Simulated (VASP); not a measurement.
Here is a VASP 6.6.1 calculation.

The input INCAR:

```
ALGO = Normal ; EDIFF = 1E-6
ENCUT = 520 ; ISIF = 2
ISMEAR = 0 ; LASPH = T
LCHARG = T ; LELF = T
LREAL = F ; LVHAR = T
LWAVE = F ; NBANDS = 42
NELM = 60 ; PREC = Accurate
SIGMA = 0.1
```

File KPOINTS:

```
k-points
0
Gamma
  3 3 3
```

File POSCAR:

```
Li2ZnSn
1.0
    5.7535360000      0.2428500000     -0.8103210000
   -0.4191730000      5.6219050000     -0.0439580000
   -0.0016510000     -1.2202940000      4.6604990000
Li Sn Zn
4 2 2
Direct
    0.1657977720      0.5355631561      0.7951757315
    0.5273271520      0.4247017175      0.5416474294
    0.0501047844      0.6994268134      0.3239522984
    0.7631823356      0.8298145601      0.9147086314
    0.3431415816      0.0613069781      0.7729939995
    0.8643771423      0.1120159402      0.5765888904
    0.1345654890      0.2329038536      0.2291813021
    0.4485788558      0.8913744862      0.2419614094
```

Potentials or basis: VASP PAW LDA potentials, release 64 (Li_sv, Sn_d, Zn).

Launch:

```bash
$ cat potpaw_LDA.64/Li_sv/POTCAR potpaw_LDA.64/Sn_d/POTCAR potpaw_LDA.64/Zn/POTCAR > POTCAR
$ mpirun -np 1 vasp_std > vasp.out
```

(1) Estimate the largest force.

(2) Predict the band gap on the k mesh.

Results:

(1) 0.763 eV/Å.

(2) zero (band 32 reaches 4.09 eV, above the bottom of band 33 at 3.66 eV).

Caveat: the k points lie up to 0.46 Å⁻¹ apart; spin-orbit coupling is left out, which moves the levels of the heavy elements.
